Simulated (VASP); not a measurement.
# Ti3H2 in VASP: further runs

The runs below take Ti3H2 through single point, with PBE.

Everything below comes from runs of VASP 6.6.1. Logs are shortened: lines on timing, memory, paths and dates and some standing lists are left out, and cuts for length are marked.

## (1) The cell of the first run

Symmetry: P4/mmm, No. 123, tetragonal system. Conventional cell: a = 3.831 Å, b = 3.831 Å, c = 4.114 Å, α = 90.00°, β = 90.00°, γ = 90.00°. Ti (site symmetry 4/mmm) has 12 H at 2.71 to 3.40 Å and 8 Ti at 2.81 Å within 3.6 Å. Ti (site symmetry mmm) has 2 H at 1.92 Å within 2.5 Å. Within 2.5 Å of H (site symmetry 4/mmm) lie 4 Ti at 1.92 Å and 2 H at 2.06 Å. Within 2.9 Å of H (site symmetry 4/mmm) lie 2 H at 2.06 Å and 12 Ti at 2.71 to 2.81 Å.

The cell was built from a structure type or drawn by symmetry, and may not be a known phase.

## (2) Single point, PBE

INCAR reads:

```
PREC = Accurate ; ENCUT = 500
EDIFF = 1E-6 ; ISMEAR = 0
SIGMA = 0.2 ; LREAL = False
LASPH = True ; NELM = 120
ALGO = Normal ; ISIF = 2
LWAVE = False ; LCHARG = True
GGA = PE ; LELF = True
LVHAR = True ; NBANDS = 27
GGA_COMPAT = False
```

KPOINTS reads:

```
regular mesh
0
Gamma
  5 5 3
```

POSCAR reads:

```
Ti3H2
1.0
    3.8308694701      0.0000000000      0.0000000000
    0.0000000000      3.8308694701      0.0000000000
    0.0000000000      0.0000000000      4.1139245471
Ti H
3 2
Direct
    0.5000000000      0.5000000000      0.5000000000
    0.5000000000      0.0000000000      0.0000000000
    0.0000000000      0.5000000000      0.0000000000
    0.0000000000      0.0000000000      0.0000000000
    0.0000000000      0.0000000000      0.5000000000
```

Potentials or basis: VASP PAW PBE potentials, release 64 (Ti_sv, H).

Command:

```
> cat potpaw_PBE.64/Ti_sv/POTCAR potpaw_PBE.64/H/POTCAR > POTCAR
> mpirun -np 1 vasp_std > vasp.out
```

OUTCAR:

```text
PREC = Accurate
   ENCUT = 500
   EDIFF = 1E-6
   ISMEAR = 0
   LREAL = False
   LASPH = True
   NELM = 120
   ISIF = 2
   GGA = PE

 ion  position               nearest neighbor table
   1  0.500  0.500  0.500-   2 2.81   3 2.81   2 2.81   3 2.81   2 2.81   2 2.81   3 2.81   3 2.81

   2  0.500  0.000  0.000-   3 2.71   3 2.71   3 2.71   3 2.71   1 2.81   1 2.81   1 2.81   1 2.81

   3  0.000  0.500  0.000-   2 2.71   2 2.71   2 2.71   2 2.71   1 2.81   1 2.81   1 2.81   1 2.81

   4  0.000  0.000  0.000-
   5  0.000  0.000  0.500-

  LATTYP: Found a simple tetragonal cell.
 ALAT       =     3.8308694701
 C/A-ratio  =     1.0738879461

  Lattice vectors:

 A1 = (   3.8308694701,   0.0000000000,   0.0000000000)
 A2 = (   0.0000000000,   3.8308694701,   0.0000000000)
 A3 = (   0.0000000000,   0.0000000000,   4.1139245471)

Analysis of symmetry for initial positions (statically):
=====================================================================
 Subroutine PRICEL returns:
 Original cell was already a primitive cell.

 Routine SETGRP: Setting up the symmetry group for a
 simple tetragonal supercell.

 Subroutine GETGRP returns: Found 16 space group operations
 (whereof 16 operations were pure point group operations)
 out of a pool of 16 trial point group operations.

The static configuration has the point symmetry D_4h.

Analysis of symmetry for dynamics (positions and initial velocities):
=====================================================================
 Subroutine PRICEL returns:
 Original cell was already a primitive cell.

 Routine SETGRP: Setting up the symmetry group for a
 simple tetragonal supercell.

 Subroutine GETGRP returns: Found 16 space group operations
 (whereof 16 operations were pure point group operations)
 out of a pool of 16 trial point group operations.

The dynamic configuration has the point symmetry D_4h.

 Subroutine INISYM returns: Found 16 space group operations
 (whereof 16 operations are pure point group operations),
 and found     1 'primitive' translations

----------------------------------------------------------------------------------------

                                     Primitive cell

[... 79 lines left out ...]
   LSORBIT =      F    spin-orbit coupling
   LASPH  =      T    aspherical Exc in radial PAW
   ENCUT  =  500.0 eV  36.75 Ry    6.06 a.u.   6.98  6.98  7.50*2*pi/ulx,y,z
   NELM   =    120;   NELMIN=  2; NELMDL= -5     # of ELM steps
   EDIFF  = 0.1E-05   stopping-criterion for ELM
   LREAL  =      F    real-space projection
   EDIFFG = 0.1E-04   stopping-criterion for IOM
   NSW    =      0    number of steps for IOM
   IBRION =     -1    ionic relax: 0-MD 1-quasi-New 2-CG
   NFREE  =      0    steps in history (QN), initial steepest desc. (CG)
   ISIF   =      2    stress and relaxation
   ISYM   =      2    0-nonsym 1-usesym 2-fastsym
   POTIM  = 0.5000    time-step for ionic-motion
   TEBEG  =    0.0;   TEEND  =   0.0 temperature during run
   PSTRESS=    0.0 pullay stress
   NELECT =      38.0000    total number of electrons
   NUPDOWN=      -1.0000    fix difference up-down
   EMIN   =  10.00;   EMAX   =-10.00  energy-range for DOS
   EFERMI =   0.00;   METHOD = LEGACY
   ISMEAR =     0;   SIGMA  =   0.20  broadening in eV -4-tet -1-fermi 0-gaus
   EFERMI_NEDOS =   21; number of points for ismear=-14 and -15
   IALGO  =     38    algorithm
   IMIX   =      4    mixing-type and parameters
     AMIX     =   0.40;   BMIX     =  1.00
     AMIX_MAG =   1.60;   BMIX_MAG =  1.00
  volume/ion in A,a.u.               =      12.07        81.48
  Fermi-wavevector in a.u.,A,eV,Ry     =   1.402983  2.651253 26.781174  1.968361
  Thomas-Fermi vector in A             =   2.525690
   LORBIT       =      0    0 simple, 1 ext, 2 COOP (PROOUT), +10 PAW based schemes
   GGA     = PE    functional components
   LHFCALC =     F    Hartree Fock is set to
   AEXX    =    0.0000 exact exchange contribution
   IVDW    =     0    specifies the selected vdW correction
   LEPSILON=     F    determine dielectric tensor
   LRPA    =     F    only Hartree local field effects (RPA)
 non-spin polarized calculation
 Gauss-broadening in eV      SIGMA  =   0.20
  energy-cutoff  :      500.00
  volume of cell :       60.37
 maximum number of plane-waves:      1540
 NGX is ok and might be reduce to    28
   NGX = 13   NGY = 13   NGZ = 15

 number of electron      38.0000029 magnetization

 Free energy of the ion-electron system (eV)
  ---------------------------------------------------
  ext. energy  EPLUGINS =         0.00000000
  ---------------------------------------------------
  free energy    TOTEN  =       -28.33761825 eV

  energy without entropy =      -28.26014371  energy(sigma->0) =      -28.29888098

 E-fermi :   7.3459     XC(G=0): -11.1455

 val. band max:        7.3451264489   @ k =   0.4000   0.0000   0.3333
 cond. band min:       7.3969407171   @ k =   0.4000   0.4000   0.0000
 fundamental gap:      0.0518142682
 Fermi energy:         7.3459080040

 k-point     1 :       0.0000    0.0000    0.0000
  band No.  band energies     occupation
      1     -49.3538      2.00000
      2     -49.1782      2.00000
      3     -49.1023      2.00000
      4     -25.8666      2.00000
      5     -25.8637      2.00000
      6     -25.8637      2.00000
[... 349 lines left out ...]
     26       9.6264      0.00000
     27       9.9315      0.00000

------------------------ aborting loop because EDIFF is reached ----------------------------------------

  FORCE on cell =-STRESS in cart. coord.  units (eV):
  Direction    XX          YY          ZZ          XY          YZ          ZX
  --------------------------------------------------------------------------------------
  -------------------------------------------------------------------------------------
  Total        0.0535843      0.0535843     -0.1221634      0.0000000     -0.0000000      0.0000000
  in kB        1.4219924      1.4219924     -3.2419078      0.0000000     -0.0000000      0.0000000
  external PRESSURE =      -0.1326410 kB  Pullay stress =       0.0000000 kB

 VOLUME and BASIS-vectors are now :
 -----------------------------------------------------------------------------
  energy-cutoff  :      500.00
  volume of cell :       60.37
      direct lattice vectors                 reciprocal lattice vectors
     3.830869470  0.000000000  0.000000000     0.261037346  0.000000000  0.000000000
     0.000000000  3.830869470  0.000000000     0.000000000  0.261037346  0.000000000
     0.000000000  0.000000000  4.113924547     0.000000000  0.000000000  0.243076894

 POSITION                                       TOTAL-FORCE (eV/Angst)
 -----------------------------------------------------------------------------------
      1.91543      1.91543      2.05696         0.000000      0.000000      0.000000
      1.91543      0.00000      0.00000         0.000000      0.000000      0.000000
      0.00000      1.91543      0.00000         0.000000      0.000000      0.000000
      0.00000      0.00000      0.00000         0.000000      0.000000      0.000000
      0.00000      0.00000      2.05696         0.000000      0.000000      0.000000
 -----------------------------------------------------------------------------------
    total drift:                                0.000000      0.000000     -0.000000

  FREE ENERGIE OF THE ION-ELECTRON SYSTEM (eV)
  ---------------------------------------------------
  free  energy   TOTEN  =       -28.3376182461 eV

  energy  without entropy=      -28.2601437076  energy(sigma->0) =      -28.29888098
```

OSZICAR:

```text
N       E                     dE             d eps       ncg     rms          rms(c)
DAV:   1     0.452593851667E+03    0.45259E+03   -0.19075E+04   648   0.164E+03
DAV:   2     0.245017333613E+02   -0.42809E+03   -0.42037E+03   651   0.503E+02
DAV:   3    -0.258804031787E+02   -0.50382E+02   -0.48692E+02  1157   0.145E+02
DAV:   4    -0.311857008290E+02   -0.53053E+01   -0.52435E+01   936   0.426E+01
DAV:   5    -0.314543792865E+02   -0.26868E+00   -0.26840E+00  1013   0.837E+00    0.156E+01
DAV:   6    -0.286896037679E+02    0.27648E+01   -0.15348E+01   950   0.332E+01    0.700E+00
DAV:   7    -0.292879265658E+02   -0.59832E+00   -0.19652E+01   954   0.244E+01    0.806E+00
DAV:   8    -0.283127289729E+02    0.97520E+00   -0.40946E+00   942   0.106E+01    0.261E+00
DAV:   9    -0.283270405208E+02   -0.14312E-01   -0.33472E-01   992   0.496E+00    0.106E+00
DAV:  10    -0.283362273923E+02   -0.91869E-02   -0.81171E-02   940   0.283E+00    0.336E-01
DAV:  11    -0.283378901221E+02   -0.16627E-02   -0.14540E-02   877   0.133E+00    0.165E-01
DAV:  12    -0.283376268742E+02    0.26325E-03   -0.28686E-03   906   0.592E-01    0.412E-02
DAV:  13    -0.283376244193E+02    0.24550E-05   -0.24291E-04   954   0.141E-01    0.158E-02
DAV:  14    -0.283376177480E+02    0.66713E-05   -0.13096E-05   861   0.320E-02    0.727E-03
DAV:  15    -0.283376182461E+02   -0.49819E-06   -0.27677E-06   733   0.160E-02
   1 F= -.28337618E+02 E0= -.28298881E+02  d E =-.774745E-01
```

Run time: 16 s. Hardware: 1 thread of AMD EPYC 9R45 (Zen 5), shared host; peak memory 0.13 GiB.

What came out:

| Item | Value |
| --- | --- |
| Free energy | -28.3376 eV |
| Pressure | 0.0 GPa |
| Band gap on the k mesh | zero (bands 19 and 20 overlap by 0.39 eV) |

Levels at points of the mesh, in eV from the Fermi level:
```
           k point  band 15  band 16  band 17  band 18  band 19  band 20  band 21  band 22  band 23  band 24
(0.00, 0.00, 0.00)    -3.47    -1.31    -1.26    -1.25    -1.25     2.04     2.13     2.13     2.50     2.57
```

Caveat: the k points lie up to 0.51 Å⁻¹ apart.

## (3) Single point, PBE

This run uses another cell than the first one, of 13.43 Å³/atom.

INCAR reads:

```
SYSTEM = Ti3H2
PREC = Accurate
ENCUT = 500
EDIFF = 1E-6
ISMEAR = 0
SIGMA = 0.2
LREAL = .False.
LASPH = .True.
NELM = 120
ALGO = Normal
ISIF = 2
LWAVE = .False.
LCHARG = .False.
GGA = PE
NBANDS = 27
GGA_COMPAT = .False.
```

KPOINTS reads:

```
regular mesh
0
Gamma
  5 5 3
  0 0 0
```

POSCAR reads:

```
Ti3H2
1.0
    3.5404864416      0.0000000000      0.0000000000
    0.0000000000      3.5404864416      0.0000000000
    0.0000000000      0.0000000000      5.3574605664
Ti H
3 2
Direct
    0.0000000000      0.0000000000      0.2441054937
    0.0000000000      0.0000000000      0.7558945063
    0.5000000000      0.5000000000      0.0000000000
    0.0000000000      0.5000000000      0.0000000000
    0.5000000000      0.0000000000      0.0000000000
```

Potentials or basis: VASP PAW PBE potentials, release 64 (Ti_sv, H).

Command:

```
> cat potpaw_PBE.64/Ti_sv/POTCAR potpaw_PBE.64/H/POTCAR > POTCAR
> mpirun -np 1 vasp_std > vasp.out
```

OUTCAR:

```text
SYSTEM = Ti3H2
   PREC = Accurate
   ENCUT = 500
   EDIFF = 1E-6
   ISMEAR = 0
   LREAL = .False.
   LASPH = .True.
   NELM = 120
   ISIF = 2
   GGA = PE

 ion  position               nearest neighbor table
   1  0.000  0.000  0.244-   2 2.62   2 2.74   3 2.82   3 2.82   3 2.82   3 2.82
   2  0.000  0.000  0.756-   1 2.62   1 2.74   3 2.82   3 2.82   3 2.82   3 2.82
   3  0.500  0.500  0.000-   4 1.77   5 1.77   5 1.77   4 1.77   1 2.82   2 2.82   1 2.82   1 2.82
                             2 2.82   2 2.82   1 2.82   2 2.82
   4  0.000  0.500  0.000-   3 1.77   3 1.77
   5  0.500  0.000  0.000-   3 1.77   3 1.77

  LATTYP: Found a simple tetragonal cell.
 ALAT       =     3.5404864416
 C/A-ratio  =     1.5131990066

  Lattice vectors:

 A1 = (   3.5404864416,   0.0000000000,   0.0000000000)
 A2 = (   0.0000000000,   3.5404864416,   0.0000000000)
 A3 = (   0.0000000000,   0.0000000000,   5.3574605664)

Analysis of symmetry for initial positions (statically):
=====================================================================
 Subroutine PRICEL returns:
 Original cell was already a primitive cell.
[... 165 lines left out ...]

 val. band max:        6.1884215088   @ k =   0.0000   0.0000   0.3333
 cond. band min:       6.3222244381   @ k =   0.4000   0.2000   0.0000
 fundamental gap:      0.1338029293
 Fermi energy:         6.2765660882

 k-point     1 :       0.0000    0.0000    0.0000
  band No.  band energies     occupation
      1     -50.6941      2.00000
      2     -50.5777      2.00000
      3     -49.9630      2.00000
      4     -27.2654      2.00000
      5     -27.0175      2.00000
      6     -27.0175      2.00000
[... 349 lines left out ...]
     26       8.3137      0.00000
     27       8.5050      0.00000

------------------------ aborting loop because EDIFF is reached ----------------------------------------

  FORCE on cell =-STRESS in cart. coord.  units (eV):
  Direction    XX          YY          ZZ          XY          YZ          ZX
  --------------------------------------------------------------------------------------
  -------------------------------------------------------------------------------------
  Total        0.2236733      0.2236733     -0.1772063      0.0000000      0.0000000     -0.0000000
  in kB        5.3362954      5.3362954     -4.2277065      0.0000000      0.0000000     -0.0000000
  external PRESSURE =       2.1482947 kB  Pullay stress =       0.0000000 kB

 VOLUME and BASIS-vectors are now :
 -----------------------------------------------------------------------------
  energy-cutoff  :      500.00
  volume of cell :       67.16
      direct lattice vectors                 reciprocal lattice vectors
     3.540486442  0.000000000  0.000000000     0.282447064  0.000000000  0.000000000
     0.000000000  3.540486442  0.000000000     0.000000000  0.282447064  0.000000000
     0.000000000  0.000000000  5.357460566     0.000000000  0.000000000  0.186655597

 POSITION                                       TOTAL-FORCE (eV/Angst)
 -----------------------------------------------------------------------------------
      0.00000      0.00000      1.30779        -0.000000      0.000000     -0.000988
      0.00000      0.00000      4.04968         0.000000     -0.000000      0.000988
      1.77024      1.77024      0.00000        -0.000000     -0.000000     -0.000000
      0.00000      1.77024      0.00000        -0.000000     -0.000000     -0.000000
      1.77024      0.00000      0.00000        -0.000000     -0.000000     -0.000000
 -----------------------------------------------------------------------------------
    total drift:                                0.000000      0.000000     -0.000000

  FREE ENERGIE OF THE ION-ELECTRON SYSTEM (eV)
  ---------------------------------------------------
  free  energy   TOTEN  =       -28.5595888293 eV

  energy  without entropy=      -28.4626506704  energy(sigma->0) =      -28.51111975
```

Run time: 20 s. Hardware: 1 thread of AMD EPYC 9R45 (Zen 5), shared host; peak memory 0.14 GiB.

Results:

* Free energy: -28.5596 eV
* Pressure: 0.2 GPa
* Band gap on the k mesh: zero (bands 19 and 20 overlap by 0.29 eV)

Caveat: the k points lie up to 0.39 Å⁻¹ apart.

## (4) Single point, PBE

This run uses another cell than the first one, of 12.76 Å³/atom.

INCAR reads:

```
PREC = Accurate
ENCUT = 500
EDIFF = 1E-6
ISMEAR = 0
SIGMA = 0.2
LREAL = False
LASPH = True
NELM = 120
ALGO = Normal
ISIF = 2
LWAVE = False
LCHARG = False
GGA = PE
NBANDS = 27
GGA_COMPAT = False
```

KPOINTS reads:

```
regular mesh
0
Gamma
  5 5 4
```

POSCAR reads:

```
Ti3H2
1.0
    4.0013012334      0.0000000000      0.0000000000
    0.0000000000      4.0013012334      0.0000000000
    0.0000000000      0.0000000000      3.9837376190
Ti H
3 2
Direct
    0.5000000000      0.0000000000      0.9538474360
    0.0000000000      0.5000000000      0.9538474360
    0.0000000000      0.0000000000      0.4538883297
    0.0000000000      0.0000000000      0.9538538773
    0.5000000000      0.5000000000     -0.0454371589
```

Potentials or basis: VASP PAW PBE potentials, release 64 (Ti_sv, H).

Command:

```
> cat potpaw_PBE.64/Ti_sv/POTCAR potpaw_PBE.64/H/POTCAR > POTCAR
> mpirun -np 1 vasp_std > vasp.out
```

OUTCAR:

```text
PREC = Accurate
   ENCUT = 500
   EDIFF = 1E-6
   ISMEAR = 0
   LREAL = False
   LASPH = True
   NELM = 120
   ISIF = 2
   GGA = PE

 ion  position               nearest neighbor table
   1  0.500  0.000  0.954-   3 2.82   3 2.82   3 2.82   3 2.82   2 2.83   2 2.83   2 2.83   2 2.83

   2  0.000  0.500  0.954-   3 2.82   3 2.82   3 2.82   3 2.82   1 2.83   1 2.83   1 2.83   1 2.83

   3  0.000  0.000  0.454-   1 2.82   2 2.82   2 2.82   1 2.82   1 2.82   2 2.82   2 2.82   1 2.82

   4  0.000  0.000  0.954-
   5  0.500  0.500  0.955-
[... 736 lines left out ...]
  --------------------------------------------------------------------------------------
  -------------------------------------------------------------------------------------
  Total       -0.0858255     -0.0858255     -0.1611179      0.0000000      0.0000000      0.0000000
  in kB       -2.1559262     -2.1559262     -4.0472603      0.0000000      0.0000000      0.0000000
  external PRESSURE =      -2.7863709 kB  Pullay stress =       0.0000000 kB

 VOLUME and BASIS-vectors are now :
 -----------------------------------------------------------------------------
  energy-cutoff  :      500.00
  volume of cell :       63.78
      direct lattice vectors                 reciprocal lattice vectors
     4.001301233  0.000000000  0.000000000     0.249918699  0.000000000  0.000000000
     0.000000000  4.001301233  0.000000000     0.000000000  0.249918699  0.000000000
     0.000000000  0.000000000  3.983737619     0.000000000  0.000000000  0.251020548

 POSITION                                       TOTAL-FORCE (eV/Angst)
 -----------------------------------------------------------------------------------
      2.00065      0.00000      3.79988         0.000000     -0.000000      0.000665
      0.00000      2.00065      3.79988         0.000000     -0.000000      0.000665
      0.00000      0.00000      1.80817         0.000000     -0.000000     -0.000449
      0.00000      0.00000      3.79990         0.000000      0.000000      0.000456
      2.00065      2.00065      3.80273         0.000000      0.000000     -0.001338
 -----------------------------------------------------------------------------------
    total drift:                                0.000000     -0.000000      0.000169

  FREE ENERGIE OF THE ION-ELECTRON SYSTEM (eV)
  ---------------------------------------------------
  free  energy   TOTEN  =       -29.6641985452 eV

  energy  without entropy=      -29.5990494338  energy(sigma->0) =      -29.63162399
```

stdout:

```text
POSCAR found type information on POSCAR TiH
 POSCAR found :  2 types and       5 ions
 scaLAPACK will be used
 LDA part: xc-table for (Slater+PW92), standard interpolation
 POSCAR, INCAR and KPOINTS ok, starting setup
 FFT: planning ... GRIDC
 FFT: planning ... GRID_SOFT
 FFT: planning ... GRID
 WAVECAR not read
 entering main loop
```

Wall time 22 s (1 thread of AMD EPYC 9R45 (Zen 5), shared host); peak memory 0.14 GiB.

Results:

```yaml
Free_energy: -29.6642 eV
Pressure: -0.3 GPa
Band_gap_on_the_k_mesh: zero (bands 19 and 20 overlap by 0.64 eV)
```

Caveat: the k points lie up to 0.39 Å⁻¹ apart, too coarse for converged energies and pressures of a metal.

## (5) Summary

| cell | k mesh | gap on the mesh (eV) | pressure (GPa) |
| --- | --- | --- | --- |
| a = 3.831, b = 3.831, c = 4.114 Å, 5 atoms, atomic positions A | 5 × 5 × 3 | none | 0.0 |
| a = 3.540, b = 3.540, c = 5.357 Å, 5 atoms, atomic positions B | 5 × 5 × 3 | none | 0.2 |
| a = 4.001, b = 4.001, c = 3.984 Å, 5 atoms, atomic positions C | 5 × 5 × 4 | none | -0.3 |

Alike in all rows: task single point; level PBE; potentials or basis VASP PAW PBE potentials, release 64 (Ti_sv, H); no spin polarisation; cutoff (eV) 500; smearing gaussian 0.2 eV.

Caveats: all runs use coarse meshes.

Absolute energies hang on the potentials; compare differences alone.
